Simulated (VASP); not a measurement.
# SnSe (I4/mmm) in VASP: a series of runs, part 2 of 2

VASP 6.6.1.

## Step 4: Single point, LDA (zz strain of -2 %)

The input, INCAR:

```
SYSTEM = SnSe
PREC     = Accurate       ! precision mode
ENCUT    = 520            ! plane-wave cutoff, eV
EDIFF    = 1E-6           ! SCF threshold, eV
ISMEAR   = -1             ! smearing method
SIGMA    = 0.02           ! smearing width, eV
LREAL    = .FALSE.        ! projectors in reciprocal space
LASPH    = .TRUE.         ! aspherical terms in the spheres
NELM     = 60             ! most SCF steps
ALGO     = Normal         ! electronic algorithm
ISIF     = 2              ! what is computed and relaxed
LWAVE    = .FALSE.        ! write WAVECAR
LCHARG   = .TRUE.         ! write CHGCAR
LELF     = .TRUE.         ! ELF
LVHAR    = .TRUE.       
NBANDS   = 17             ! bands
```

The input, KPOINTS:

```
Automatic mesh
0
G
  9 9 9
  0 0 0
```

The input, POSCAR:

```
SnSe
1.0
    0.0000000000      3.0100000000      2.9498000000
    3.0100000000      0.0000000000      2.9498000000
    3.0100000000      3.0100000000      0.0000000000
Sn Se
1 1
Direct
    0.0000000000      0.0000000000      0.0000000000
    0.5000000000      0.5000000000      0.5000000000
```

Potentials or basis: VASP PAW LDA potentials, release 64 (Sn_d, Se).

Started as:

```bash
cat potpaw_LDA.64/Sn_d/POTCAR potpaw_LDA.64/Se/POTCAR > POTCAR
mpirun -np 1 vasp_std > vasp.out
```

OUTCAR:

```text
SYSTEM = SnSe
   PREC = Accurate
   ENCUT = 520
   EDIFF = 1E-6
   ISMEAR = -1
   LREAL = .FALSE.
   LASPH = .TRUE.
   NELM = 60
   ISIF = 2

 ion  position               nearest neighbor table
   1  0.000  0.000  0.000-   2 2.95   2 2.95   2 3.01   2 3.01   2 3.01   2 3.01
   2  0.500  0.500  0.500-   1 2.95   1 2.95   1 3.01   1 3.01   1 3.01   1 3.01

  LATTYP: Found a body centered tetragonal cell.
 ALAT       =     4.2567828227
 C/A-ratio  =     1.3859292911

  Lattice vectors:

 A1 = (   0.0000000000,  -3.0100000000,  -2.9498000000)
 A2 = (   0.0000000000,   3.0100000000,  -2.9498000000)
 A3 = (   3.0100000000,   0.0000000000,   2.9498000000)

Analysis of symmetry for initial positions (statically):
=====================================================================
 Subroutine PRICEL returns:
 Original cell was already a primitive cell.

 Routine SETGRP: Setting up the symmetry group for a
 body centered tetragonal supercell.

 Subroutine GETGRP returns: Found 16 space group operations
 (whereof 16 operations were pure point group operations)
 out of a pool of 16 trial point group operations.

The static configuration has the point symmetry D_4h.

Analysis of symmetry for dynamics (positions and initial velocities):
=====================================================================
 Subroutine PRICEL returns:
 Original cell was already a primitive cell.

 Routine SETGRP: Setting up the symmetry group for a
 body centered tetragonal supercell.

 Subroutine GETGRP returns: Found 16 space group operations
 (whereof 16 operations were pure point group operations)
 out of a pool of 16 trial point group operations.

The dynamic configuration has the point symmetry D_4h.

 Subroutine INISYM returns: Found 16 space group operations
 (whereof 16 operations are pure point group operations),
 and found     1 'primitive' translations

----------------------------------------------------------------------------------------

[... 110 lines left out ...]
   IMIX   =      4    mixing-type and parameters
     AMIX     =   0.40;   BMIX     =  1.00
     AMIX_MAG =   1.60;   BMIX_MAG =  1.00
  volume/ion in A,a.u.               =      26.73       180.35
  Fermi-wavevector in a.u.,A,eV,Ry     =   1.179686  2.229283 18.934661  1.391658
  Thomas-Fermi vector in A             =   2.315992
   LORBIT       =      0    0 simple, 1 ext, 2 COOP (PROOUT), +10 PAW based schemes
   GGA     = CA    functional components
   LHFCALC =     F    Hartree Fock is set to
   AEXX    =    0.0000 exact exchange contribution
   IVDW    =     0    specifies the selected vdW correction
   LEPSILON=     F    determine dielectric tensor
   LRPA    =     F    only Hartree local field effects (RPA)
 non-spin polarized calculation
  energy-cutoff  :      520.00
  volume of cell :       53.45
 maximum number of plane-waves:      1453
   NGX = 15   NGY = 15   NGZ = 15

 number of electron      20.0000010 magnetization

 Free energy of the ion-electron system (eV)
  ---------------------------------------------------
  ext. energy  EPLUGINS =         0.00000000
  ---------------------------------------------------
  free energy    TOTEN  =        -9.48193968 eV

  energy without entropy =       -9.48193948  energy(sigma->0) =       -9.48193958

 E-fermi :   5.8690     XC(G=0):  -9.9703

 val. band max:        5.6373437686   @ k =  -0.3333  -0.0000   0.1111
 cond. band min:       6.0936069023   @ k =  -0.3333   0.1111   0.0000
 fundamental gap:      0.4562631337
 Fermi energy:         5.8689652311

 k-point     1 :       0.0000    0.0000    0.0000
  band No.  band energies     occupation
      1     -15.8426      2.00000
      2     -15.8392      2.00000
      3     -15.8351      2.00000
      4     -15.8342      2.00000
      5     -15.8342      2.00000
      6      -8.3516      2.00000
[... 457 lines left out ...]
      4     -15.8143      2.00000
      5     -15.8143      2.00000
      6      -7.0702      2.00000
[... 9 lines left out ...]
     16      17.3833      0.00000
     17      18.2995      0.00000

 [... further k-points ...]

------------------------ aborting loop because EDIFF is reached ----------------------------------------

  FORCE on cell =-STRESS in cart. coord.  units (eV):
  Direction    XX          YY          ZZ          XY          YZ          ZX
  --------------------------------------------------------------------------------------
  -------------------------------------------------------------------------------------
  Total       -0.9948001     -0.9948001     -0.1403542      0.0000000      0.0000000      0.0000000
  in kB      -29.8188463    -29.8188463     -4.2070759      0.0000000      0.0000000      0.0000000
  external PRESSURE =     -21.2815895 kB  Pullay stress =       0.0000000 kB

 VOLUME and BASIS-vectors are now :
 -----------------------------------------------------------------------------
  energy-cutoff  :      520.00
  volume of cell :       53.45
      direct lattice vectors                 reciprocal lattice vectors
     0.000000000  3.010000000  2.949800000    -0.166112957  0.166112957  0.169503017
     3.010000000  0.000000000  2.949800000     0.166112957 -0.166112957  0.169503017
     3.010000000  3.010000000  0.000000000     0.166112957  0.166112957 -0.169503017

 POSITION                                       TOTAL-FORCE (eV/Angst)
 -----------------------------------------------------------------------------------
      0.00000      0.00000      0.00000         0.000000     -0.000000      0.000000
      3.01000      3.01000      2.94980        -0.000000      0.000000     -0.000000
 -----------------------------------------------------------------------------------
    total drift:                                0.000000     -0.000000     -0.000000

  FREE ENERGIE OF THE ION-ELECTRON SYSTEM (eV)
  ---------------------------------------------------
  free  energy   TOTEN  =        -9.4819396849 eV

  energy  without entropy=       -9.4819394773  energy(sigma->0) =       -9.48193958
```

stdout:

```text
POSCAR found type information on POSCAR SnSe
 POSCAR found :  2 types and       2 ions
 scaLAPACK will be used
 LDA part: xc-table for (Slater(with rela. corr.)+CA(PZ))
 , standard interpolation
 POSCAR, INCAR and KPOINTS ok, starting setup
 FFT: planning ... GRIDC
 FFT: planning ... GRID_SOFT
 FFT: planning ... GRID
 WAVECAR not read
 entering main loop
```

Wall time 17 s (1 thread of Intel Xeon 6975P-C (Granite Rapids), shared host); peak memory 0.2 GiB.

What came out:

| Quantity | Value |
| --- | --- |
| Free energy | -9.4819 eV |
| Pressure | -2.1 GPa |
| Band gap on the k mesh | 0.46 eV, indirect (least direct gap 0.49 eV) |

Stress tensor (GPa, compression positive):
```
-2.98  0.00  0.00
 0.00 -2.98  0.00
 0.00  0.00 -0.42
```

Caveat: the cell differs from its parent crystal (zz strain of -2 %); spin-orbit coupling is left out, which moves the levels of the heavy elements.

## Step 5: Single point, LDA (zz strain of -1 %)

The input, INCAR:

```
SYSTEM = SnSe
PREC     = Accurate       ! precision mode
ENCUT    = 520            ! plane-wave cutoff, eV
EDIFF    = 1E-7           ! SCF threshold, eV
ISMEAR   = -1             ! smearing method
SIGMA    = 0.02           ! smearing width, eV
LREAL    = .FALSE.        ! projectors in reciprocal space
LASPH    = .TRUE.         ! aspherical terms in the spheres
NELM     = 100            ! most SCF steps
ALGO     = Normal         ! electronic algorithm
ISIF     = 2              ! what is computed and relaxed
LWAVE    = .FALSE.        ! write WAVECAR
LCHARG   = .FALSE.        ! write CHGCAR
NBANDS   = 17             ! bands
```

KPOINTS is that of step 4.

The input, POSCAR:

```
SnSe
1.0
    0.0000000000      3.0100000000      2.9799000000
    3.0100000000      0.0000000000      2.9799000000
    3.0100000000      3.0100000000      0.0000000000
Sn Se
1 1
Direct
    0.0000000000      0.0000000000      0.0000000000
    0.5000000000      0.5000000000      0.5000000000
```

Started as:

```bash
cat potpaw_LDA.64/Sn_d/POTCAR potpaw_LDA.64/Se/POTCAR > POTCAR
mpirun -np 1 vasp_std > vasp.out
```

Run time: 22 s. Hardware: 1 thread of Intel Xeon 6975P-C (Granite Rapids), shared host; peak memory 0.2 GiB.

Results (log left out):

| Quantity | Value |
| --- | --- |
| Free energy | -9.4780 eV |
| Pressure | -2.7 GPa |
| Band gap on the k mesh | 0.51 eV, indirect (least direct gap 0.53 eV) |

Stress tensor (GPa, compression positive):
```
-3.10  0.00  0.00
 0.00 -3.10  0.00
 0.00  0.00 -1.91
```

Levels at points of the mesh, in eV from the valence-band top:
| k point | band 7 | band 8 | band 9 | band 10 | band 11 | band 12 | band 13 | band 14 |
| --- | --- | --- | --- | --- | --- | --- | --- | --- |
| (0.00, 0.00, 0.00) | -5.09 | -2.19 | -2.10 | -2.10 | 4.24 | 4.24 | 4.48 | 5.89 |

Caveat: the cell differs from its parent crystal (zz strain of -1 %); spin-orbit coupling is left out, which moves the levels of the heavy elements. A k mesh can miss the band edges.

## Step 6: Overview

| cell | gap on the mesh (eV) | pressure (GPa) |
| --- | --- | --- |
| a = 4.214, b = 4.214, c = 4.172 Å, angles 60.3, 60.3, 59.3°, 2 atoms | 0.38 | -1.1 |
| a = 4.236, b = 4.236, c = 4.214 Å, angles 60.2, 60.2, 59.7°, 2 atoms | 0.48 | -2.2 |
| a = 4.214, b = 4.214, c = 4.257 Å, angles 59.7, 59.7, 60.7°, 2 atoms | 0.46 | -2.1 |
| a = 4.236, b = 4.236, c = 4.257 Å, angles 59.8, 59.8, 60.3°, 2 atoms | 0.51 | -2.7 |

Alike in all rows: task single point; level LDA; potentials or basis VASP PAW LDA potentials, release 64 (Sn_d, Se); no spin polarisation; k mesh 9 × 9 × 9; cutoff (eV) 520; smearing fermi-dirac 0.02 eV.

Caveats: spin-orbit coupling is left out, which moves the levels of the heavy elements.

Absolute energies hang on the potentials; compare differences alone.
